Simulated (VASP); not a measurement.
Input of a VASP 6.6.1 run:

INCAR

```
SYSTEM = W
  ALGO = Normal
  EDIFF = 1E-6
  ENCUT = 520
  GGA = PE
  ISIF = 2
  ISMEAR = -1
  LASPH = .True.
  LCHARG = .False.
  LREAL = .False.
  LWAVE = .False.
  NBANDS = 21
  NELM = 80
  PREC = Accurate
  SIGMA = 0.1
```

KPOINTS

```
k-points
0
Gamma
  15 15 7
  0 0 0
```

The input POSCAR:

```
W
1.0
    2.7399250562      0.0000000000      0.0000000000
   -1.3699625281      2.3728447031      0.0000000000
    0.0000000000      0.0000000000      4.8813575327
W
2
Direct
    0.3333333333      0.6666666667      0.2500000000
    0.6666666667      0.3333333333      0.7500000000
```

Potentials or basis: VASP PAW PBE potentials, release 64 (W_sv).

Command:

```bash
$ cat potpaw_PBE.64/W_sv/POTCAR > POTCAR
$ mpirun -np 1 vasp_std > vasp.out
```

**Question.** Estimate the pressure.

**Answer.** 13.0 GPa.

**Question.** Predict the band gap on the k mesh.

**Answer.** Zero (band 14 reaches 12.32 eV, above the bottom of band 15 at 10.67 eV).

Stress tensor (GPa, compression positive):
```
14.01  0.00  0.00
 0.00 14.01  0.00
 0.00  0.00 10.97
```

Caveat: spin-orbit coupling is left out, which moves the levels of the heavy elements.
